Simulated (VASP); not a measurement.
Wanted: the native input for a VASP 6.6.1 run.

```
Task                   : relaxation of cell and atoms
Functional             : PBE
Potentials or basis    : VASP PAW PBE potentials, release 64 (Pt, C)
Cutoff                 : 600 eV
k mesh                 : 8 × 8 × 8
Occupations            : gaussian, width 0.1 eV
Spin                   : no spin polarisation
Dipole correction      : no
Further INCAR settings : ALGO = Normal; EDIFF = 1e-07; IBRION = 2; EDIFFG = -0.01; NSW = 100; ISIF = 3
```

The structure of Pt2C lies in POSCAR:

```
Pt2C
1.0
    0.0000000000      4.4355732567      4.4355732567
    4.4355732567      0.0000000000      4.4355732567
    4.4355732567      4.4355732567      0.0000000000
Pt C
4 2
Direct
    0.6250000000      0.1250000000      0.6250000000
    0.6250000000      0.6250000000      0.6250000000
    0.1250000000      0.6250000000      0.6250000000
    0.6250000000      0.6250000000      0.1250000000
    0.5000000000      0.5000000000      0.5000000000
    0.7500000000      0.7500000000      0.7500000000
```

One way to write it, as run:

INCAR

```
SYSTEM = Pt2C
ALGO = Normal
EDIFF = 1E-7
EDIFFG = -0.01
ENCUT = 600
GGA = PE
IBRION = 2
ISIF = 3
ISMEAR = 0
LASPH = .TRUE.
LCHARG = .FALSE.
LREAL = .FALSE.
LWAVE = .FALSE.
NELM = 60
NSW = 100
PREC = Accurate
SIGMA = 0.1
```

KPOINTS

```
k-points
0
G
  8 8 8
  0 0 0
```

Potentials or basis: VASP PAW PBE potentials, release 64 (Pt, C).

Command:

```console
$ cat potpaw_PBE.64/Pt/POTCAR potpaw_PBE.64/C/POTCAR > POTCAR
$ mpirun -np 1 vasp_std > vasp.out
```

Results of the run:

The relaxed volume is 29.16 Å³/atom, the relaxed cell is a = 6.278 Å, b = 6.278 Å, c = 6.278 Å, α = 60.00°, β = 60.00°, γ = 60.00° and the space group after relaxing (to 0.05 Å) is Fd-3m (No. 227). The energy gained by relaxing is 0.0 meV/atom, the ionic steps are 3 and the pressure after relaxing is 0.0 GPa. The band gap on the k mesh is zero (band 24 reaches 1.42 eV, above the bottom of band 25 at 0.23 eV).

Caveat: spin-orbit coupling is left out, which moves the levels of the heavy elements.

Wall time 5 min on 1 thread of Intel(R) Xeon(R) 6975P-C (Granite Rapids) (shared host), peak memory 0.43 GiB.
